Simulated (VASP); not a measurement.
Set up this calculation in VASP 6.6.1, as the native input.

| Item | Value |
| --- | --- |
| Task | single point |
| Functional | PBE |
| Dispersion | D3(BJ) |
| Potentials or basis | VASP PAW PBE potentials, release 64 (S, W_sv) |
| Cutoff | 520 eV |
| k mesh | 12 × 12 × 1 |
| Occupations | gaussian, width 0.05 eV |
| Spin | no spin polarisation |
| Dipole correction | yes |
| Further INCAR settings | ALGO = Normal; EDIFF = 1e-07; NBANDS = 20 |

The structure of WS2 lies in POSCAR:

```
WS2
1.0
    3.1593256606      0.0000000029      0.0000000000
   -1.5796628328      2.7360562795      0.0000000000
    0.0000000000      0.0000000000     20.1272520219
S W
2 1
Direct
    0.6666666667      0.3333333333      0.4217556987
    0.6666666667      0.3333333333      0.5783659748
    0.3333333333      0.6666666667      0.5000599323
```

One way to write it, as run:

INCAR

```
SYSTEM = WS2
ALGO = Normal ; DIPOL = 0.5 0.5 0.500
EDIFF = 1E-7 ; ENCUT = 520
GGA = PE ; IDIPOL = 3
ISIF = 2 ; ISMEAR = 0
IVDW = 12 ; LASPH = .TRUE.
LCHARG = .FALSE. ; LDIPOL = .TRUE.
LREAL = .FALSE. ; LWAVE = .FALSE.
NBANDS = 20 ; NELM = 100
PREC = Accurate ; SIGMA = 0.05
```

KPOINTS

```
k-points
0
G
  12 12 1
  0 0 0
```

Potentials or basis: VASP PAW PBE potentials, release 64 (S, W_sv).

The run is started by

```console
$ cat potpaw_PBE.64/S/POTCAR potpaw_PBE.64/W_sv/POTCAR > POTCAR
$ mpirun -np 1 vasp_std > vasp.out
```

It gave:

- Largest force: 0.004 eV/Å
- Band gap on the k mesh: 1.92 eV, direct
- Dispersion energy per atom: -0.310 eV

Caveat: spin-orbit coupling is left out, which moves the levels of the heavy elements.

Wall time 100 s on 1 thread of AMD EPYC 7R13 Processor (Zen 3), on a shared host, peak memory 0.27 GiB.
